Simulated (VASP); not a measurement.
The system is K3Al.

```
K Al
1.0
     4.96152    0.00000    0.00000
     0.00000    4.96152    0.00000
     0.00000    0.00000    4.96152
K Al
3 1
Direct
  0.00000 0.50000 0.50000
  0.50000 0.00000 0.50000
  0.50000 0.50000 0.00000
  0.00000 0.00000 0.00000
```

| Item | Value |
| --- | --- |
| Program | VASP 6.6.1 |
| Task | relaxation of cell and atoms |
| Functional | PBE |
| Potentials or basis | VASP PAW PBE potentials, release 64 (K_sv, Al) |
| Cutoff | 600 eV |
| k mesh | 4 × 4 × 4 |
| Occupations | gaussian, width 0.1 eV |
| Spin | no spin polarisation |

At the start: pressure 7.7 GPa; volume 30.53 Å³/atom.

**Question.** How do energy, volume and symmetry change on relaxing?

**Answer.** Over 5 steps the energy falls by 281.4 meV/atom and the volume is 47.51 Å³/atom (+55.6 %); space group Pm-3m (No. 221, to 0.1 Å) before and after.

The path:
| step | energy change (eV) | largest force (eV/Å) | pressure (GPa) | volume (Å³) |
| --- | --- | --- | --- | --- |
| 1 | 0.0000 | 0.0000 | 7.74 | 122.14 |
| 2 | -0.8509 | 0.0000 | 2.71 | 150.10 |
| 3 | -1.0904 | 0.0000 | 0.75 | 173.83 |
| 4 | -1.1237 | 0.0000 | 0.16 | 185.92 |
| 5 | -1.1258 | 0.0000 | -0.01 | 190.02 |

Final structure:
```
K Al
1.0
     5.74911    0.00000    0.00000
     0.00000    5.74911    0.00000
     0.00000    0.00000    5.74911
K Al
3 1
Direct
  0.00000 0.50000 0.50000
  0.50000 0.00000 0.50000
  0.50000 0.50000 0.00000
  0.00000 0.00000 0.00000
```

Caveat: the volume moved by over 15 % at a fixed basis, so the end points are rough.
